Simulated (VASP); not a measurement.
# Pt (P6_3/mmc) in VASP: a series of runs

The runs below take Pt through single point, relaxation of cell and atoms, with PBEsol.

Everything below comes from runs of VASP 6.6.1. Logs are shortened: lines on timing, memory, paths and dates and some standing lists are left out, and cuts for length are marked.

### Step 1. The cell of the first run

Symmetry: P6_3/mmc, No. 194, hexagonal system. Conventional cell: a = 2.722 Å, b = 2.722 Å, c = 4.713 Å, α = 90.00°, β = 90.00°, γ = 120.00°. Within 3.6 Å of Pt (site symmetry -6m2) lie 12 Pt at 2.72 to 2.83 Å.

### Step 2. Single point, PBEsol

Contents of INCAR:

```
SYSTEM = Pt
PREC = Accurate
ENCUT = 520
EDIFF = 1E-6
ISMEAR = 1
SIGMA = 0.05
LREAL = .FALSE.
LASPH = .TRUE.
NELM = 60
ALGO = Normal
ISIF = 2
LWAVE = .FALSE.
LCHARG = .TRUE.
GGA = PS
LELF = .TRUE.
LVHAR = .TRUE.
NBANDS = 17
```

Contents of KPOINTS:

```
Automatic mesh
0
G
  9 9 5
  0 0 0
```

Contents of POSCAR:

```
Pt
1.0
    2.7218161053      0.0000000000      0.0000000000
   -1.3609080527      2.3571618916      0.0000000000
    0.0000000000      0.0000000000      4.7128237579
Pt
2
Direct
    0.3333333333      0.6666666667      0.2500000000
    0.6666666667      0.3333333333      0.7500000000
```

Potentials or basis: VASP PAW PBE potentials, release 64 (Pt).

Launch:

```console
$ cat potpaw_PBE.64/Pt/POTCAR > POTCAR
$ mpirun -np 1 vasp_std > vasp.out
```

OUTCAR:

```text
SYSTEM = Pt
   PREC = Accurate
   ENCUT = 520
   EDIFF = 1E-6
   ISMEAR = 1
   LREAL = .FALSE.
   LASPH = .TRUE.
   NELM = 60
   ISIF = 2
   GGA = PS

 ion  position               nearest neighbor table
   1  0.333  0.667  0.250-   2 2.83   2 2.83   2 2.83   2 2.83   2 2.83   2 2.83
   2  0.667  0.333  0.750-   1 2.83   1 2.83   1 2.83   1 2.83   1 2.83   1 2.83

  LATTYP: Found a hexagonal cell.
 ALAT       =     2.7218161053
 C/A-ratio  =     1.7314996956

  Lattice vectors:

 A1 = (   2.7218161053,   0.0000000000,   0.0000000000)
 A2 = (  -1.3609080527,   2.3571618916,   0.0000000000)
 A3 = (   0.0000000000,   0.0000000000,   4.7128237579)

Analysis of symmetry for initial positions (statically):
=====================================================================
 Subroutine PRICEL returns:
 Original cell was already a primitive cell.

 Routine SETGRP: Setting up the symmetry group for a
 hexagonal supercell.

 Subroutine GETGRP returns: Found 24 space group operations
 (whereof 12 operations were pure point group operations)
 out of a pool of 24 trial point group operations.

The static configuration has the point symmetry D_3d.
 The point group associated with its full space group is D_6h.

Analysis of symmetry for dynamics (positions and initial velocities):
=====================================================================
 Subroutine PRICEL returns:
 Original cell was already a primitive cell.

 Routine SETGRP: Setting up the symmetry group for a
 hexagonal supercell.

 Subroutine GETGRP returns: Found 24 space group operations
 (whereof 12 operations were pure point group operations)
 out of a pool of 24 trial point group operations.

The dynamic configuration has the point symmetry D_3d.
 The point group associated with its full space group is D_6h.

 Subroutine INISYM returns: Found 24 space group operations
 (whereof 12 operations are pure point group operations),
 and found     1 'primitive' translations

----------------------------------------------------------------------------------------

                                     Primitive cell

  volume of cell :      30.2364

  direct lattice vectors                    reciprocal lattice vectors
     2.721816105  0.000000000  0.000000000     0.367401750  0.212119499  0.000000000
    -1.360908053  2.357161892  0.000000000     0.000000000  0.424238998  0.000000000
     0.000000000  0.000000000  4.712823758     0.000000000  0.000000000  0.212187014

  length of vectors
     2.721816105  2.721816105  4.712823758     0.424238998  0.424238998  0.212187014

[... 75 lines left out ...]
   LNONCOLLINEAR =      F non collinear calculations
   LSORBIT =      F    spin-orbit coupling
   LASPH  =      T    aspherical Exc in radial PAW
   ENCUT  =  520.0 eV  38.22 Ry    6.18 a.u.   5.06  5.06  8.76*2*pi/ulx,y,z
   NELM   =     60;   NELMIN=  2; NELMDL= -5     # of ELM steps
   EDIFF  = 0.1E-05   stopping-criterion for ELM
   LREAL  =      F    real-space projection
   EDIFFG = 0.1E-04   stopping-criterion for IOM
   NSW    =      0    number of steps for IOM
   IBRION =     -1    ionic relax: 0-MD 1-quasi-New 2-CG
   NFREE  =      0    steps in history (QN), initial steepest desc. (CG)
   ISIF   =      2    stress and relaxation
   ISYM   =      2    0-nonsym 1-usesym 2-fastsym
   POTIM  = 0.5000    time-step for ionic-motion
   TEBEG  =    0.0;   TEEND  =   0.0 temperature during run
   PSTRESS=    0.0 pullay stress
   NELECT =      20.0000    total number of electrons
   NUPDOWN=      -1.0000    fix difference up-down
   EMIN   =  10.00;   EMAX   =-10.00  energy-range for DOS
   EFERMI =   0.00;   METHOD = LEGACY
   ISMEAR =     1;   SIGMA  =   0.05  broadening in eV -4-tet -1-fermi 0-gaus
   EFERMI_NEDOS =   21; number of points for ismear=-14 and -15
   IALGO  =     38    algorithm
   IMIX   =      4    mixing-type and parameters
     AMIX     =   0.40;   BMIX     =  1.00
     AMIX_MAG =   1.60;   BMIX_MAG =  1.00
  volume/ion in A,a.u.               =      15.12       102.02
  Fermi-wavevector in a.u.,A,eV,Ry     =   1.426401  2.695507 27.682691  2.034620
  Thomas-Fermi vector in A             =   2.546682
   LORBIT       =      0    0 simple, 1 ext, 2 COOP (PROOUT), +10 PAW based schemes
   GGA     = PS    functional components
   LHFCALC =     F    Hartree Fock is set to
   AEXX    =    0.0000 exact exchange contribution
   IVDW    =     0    specifies the selected vdW correction
   LEPSILON=     F    determine dielectric tensor
   LRPA    =     F    only Hartree local field effects (RPA)
 non-spin polarized calculation
 Methfessel and Paxton  Order N= 1 SIGMA  =   0.05
  energy-cutoff  :      520.00
  volume of cell :       30.24
 maximum number of plane-waves:       829
   NGX = 11   NGY = 11   NGZ = 17

 number of electron      20.0000001 magnetization

 Free energy of the ion-electron system (eV)
  ---------------------------------------------------
  ext. energy  EPLUGINS =         0.00000000
  ---------------------------------------------------
  free energy    TOTEN  =       -13.84319662 eV

  energy without entropy =      -13.84259451  energy(sigma->0) =      -13.84299592

 E-fermi :  11.0776     XC(G=0): -13.6086

 val. band max:       11.0516754471   @ k =   0.4444  -0.0000   0.0000
 cond. band min:      11.0929581756   @ k =   0.3333   0.1111   0.2000
 fundamental gap:      0.0412827285
 Fermi energy:        11.0775943596

 k-point     1 :       0.0000    0.0000    0.0000
  band No.  band energies     occupation
      1       0.7770      2.00000
      2       3.4936      2.00000
      3       6.7895      2.00000
      4       7.3510      2.00000
      5       7.3510      2.00000
      6       7.7508      2.00000
[... 457 lines left out ...]
      4       6.4348      2.00000
      5       7.0909      2.00000
      6       7.0909      2.00000
[... 9 lines left out ...]
     16      22.3318      0.00000
     17      26.4357      0.00000

 [... further k-points ...]
[... 5 lines left out ...]
  --------------------------------------------------------------------------------------
  -------------------------------------------------------------------------------------
  Total       -0.0727333     -0.0727333     -0.0888652      0.0000000      0.0000000      0.0000000
  in kB       -3.8540267     -3.8540267     -4.7088268      0.0000000      0.0000000      0.0000000
  external PRESSURE =      -4.1389601 kB  Pullay stress =       0.0000000 kB

 VOLUME and BASIS-vectors are now :
 -----------------------------------------------------------------------------
  energy-cutoff  :      520.00
  volume of cell :       30.24
      direct lattice vectors                 reciprocal lattice vectors
     2.721816105  0.000000000  0.000000000     0.367401750  0.212119499  0.000000000
    -1.360908053  2.357161892  0.000000000     0.000000000  0.424238998  0.000000000
     0.000000000  0.000000000  4.712823758     0.000000000  0.000000000  0.212187014

 POSITION                                       TOTAL-FORCE (eV/Angst)
 -----------------------------------------------------------------------------------
     -0.00000      1.57144      1.17821         0.000000      0.000000      0.000000
      1.36091      0.78572      3.53462        -0.000000      0.000000      0.000000
 -----------------------------------------------------------------------------------
    total drift:                               -0.000000      0.000000     -0.000000

  FREE ENERGIE OF THE ION-ELECTRON SYSTEM (eV)
  ---------------------------------------------------
  free  energy   TOTEN  =       -13.8431966242 eV

  energy  without entropy=      -13.8425945083  energy(sigma->0) =      -13.84299592
```

OSZICAR:

```text
N       E                     dE             d eps       ncg     rms          rms(c)
DAV:   1     0.101599445141E+03    0.10160E+03   -0.10529E+04  1224   0.114E+03
DAV:   2    -0.128630497397E+02   -0.11446E+03   -0.10830E+03  1319   0.247E+02
DAV:   3    -0.147391571264E+02   -0.18761E+01   -0.18589E+01  1528   0.315E+01
DAV:   4    -0.147488144911E+02   -0.96574E-02   -0.96552E-02  1363   0.232E+00
DAV:   5    -0.147489060985E+02   -0.91607E-04   -0.91608E-04  1587   0.238E-01    0.188E+01
DAV:   6    -0.139394941664E+02    0.80941E+00   -0.12172E+00  1294   0.986E+00    0.961E+00
DAV:   7    -0.138524321101E+02    0.87062E-01   -0.23077E-01  1406   0.426E+00    0.305E+00
DAV:   8    -0.138438009171E+02    0.86312E-02   -0.26732E-02  1329   0.137E+00    0.944E-01
DAV:   9    -0.138431877165E+02    0.61320E-03   -0.53162E-04  1411   0.202E-01    0.254E-02
DAV:  10    -0.138431950696E+02   -0.73531E-05   -0.11381E-05  1480   0.249E-02    0.850E-03
DAV:  11    -0.138431961650E+02   -0.10954E-05   -0.63438E-07   846   0.647E-03    0.337E-03
DAV:  12    -0.138431966242E+02   -0.45927E-06   -0.63753E-08   679   0.235E-03
   1 F= -.13843197E+02 E0= -.13842996E+02  d E =-.602116E-03
```

It took 20 s on 1 thread of Intel Xeon Platinum 8488C (Sapphire Rapids), shared host; peak memory 0.14 GiB.

Results:

* Free energy: -13.8432 eV
* Pressure: -0.4 GPa
* Band gap on the k mesh: zero (band 10 reaches 11.41 eV, above the bottom of band 11 at 10.31 eV)

Stress tensor (GPa, compression positive):
```
-0.39  0.00  0.00
 0.00 -0.39  0.00
 0.00  0.00 -0.47
```

Levels at points of the mesh, in eV from the Fermi level:
```csv
k point,band 6,band 7,band 8,band 9,band 10,band 11,band 12,band 13,band 14,band 15
"(0.00, 0.00, 0.00)",-3.33,-3.33,-2.00,-2.00,-1.03,-0.29,-0.29,4.90,14.96,15.63
```

Caveat: the PAW data sets were made with another functional, which shifts forces and pressure a little; spin-orbit coupling is left out, which moves the levels of the heavy elements.

### Step 3. Relaxation of cell and atoms, PBEsol

This run uses another cell than the first one, of 15.03 Å³/atom, 0.994 times its volume.

Contents of INCAR:

```
ALGO     = Normal         # electronic algorithm
EDIFF    = 1E-6           # SCF threshold, eV
EDIFFG   = -0.01          # ionic threshold
ENCUT    = 600            # plane-wave cutoff, eV
GGA      = PS             # functional
IBRION   = 2              # ionic algorithm
ISIF     = 3              # what is computed and relaxed
ISMEAR   = 1              # smearing method
LASPH    = True           # aspherical terms in the spheres
LCHARG   = False          # write CHGCAR
LREAL    = False          # projectors in reciprocal space
LWAVE    = False          # write WAVECAR
NELM     = 100            # most SCF steps
NSW      = 80             # ionic steps
PREC     = Accurate       # precision mode
SIGMA    = 0.05           # smearing width, eV
```

Contents of KPOINTS:

```
k-points
0
Gamma
  9 9 5
```

Contents of POSCAR:

```
Pt
1.0
    2.7700000000      0.0000000000      0.0000000000
   -1.3850000000      2.3988903685      0.0000000000
    0.0000000000      0.0000000000      4.5234100000
Pt
2
Direct
    0.3333333333      0.6666666667      0.2500000000
    0.6666666667      0.3333333333      0.7500000000
```

Potentials or basis: VASP PAW PBE potentials, release 64 (Pt).

Launch:

```console
$ cat potpaw_PBE.64/Pt/POTCAR > POTCAR
$ mpirun -np 1 vasp_std > vasp.out
```

Run time: 94 s. Hardware: 1 thread of Intel Xeon 8259CL, shared host; peak memory 0.17 GiB.

It converged, with:

```yaml
Free_energy: -13.8431 eV
Relaxed_volume: 15.10 Å³/atom
Relaxed_cell: a = 2.722 Å, b = 2.722 Å, c = 4.708 Å, α = 90.00°, β = 90.00°, γ = 120.00°
Space_group_after_relaxing_to_0.05_Å: P6_3/mmc (No. 194)
Energy_gained_by_relaxing: 22.9 meV/atom
Ionic_steps: 10
Pressure_after_relaxing: 0.0 GPa
Band_gap_on_the_k_mesh: zero (band 10 reaches 11.43 eV, above the bottom of band 11 at 10.33 eV)
```

Step by step:
```tsv
step	energy change (eV)	largest force (eV/Å)	pressure (GPa)	volume (Å³)
1	0.0000	0.0000	0.97	30.06
2	-0.0397	0.0000	-2.57	30.44
3	-0.0414	0.0000	-2.97	30.50
4	-0.0408	0.0000	-3.65	30.61
5	-0.0418	0.0000	-3.21	30.54
6	-0.0022	0.0000	10.02	29.35
7	-0.0456	0.0000	-0.41	30.25
8	-0.0456	0.0000	-0.36	30.25
9	-0.0457	0.0000	0.18	30.18
10	-0.0458	0.0000	-0.03	30.20
```

Final structure:
```xyz
2
Lattice="2.7215 0.0000 0.0000 -1.3608 2.3569 0.0000 0.0000 0.0000 4.7083" Properties=species:S:1:pos:R:3 pbc="T T T"
Pt    0.0000    1.5713    1.1771
Pt    1.3608    0.7856    3.5312
```

Levels at points of the mesh, in eV from the Fermi level:
```csv
k point,band 7,band 8,band 9,band 10,band 11,band 12,band 13,band 14
"(0.00, 0.00, 0.00)",-3.33,-2.01,-2.01,-1.03,-0.29,-0.29,4.92,14.95
```

Caveat: the PAW data sets were made with another functional, which shifts forces and pressure a little; spin-orbit coupling is left out, which moves the levels of the heavy elements.

(Part 1 of 2 ends here.)
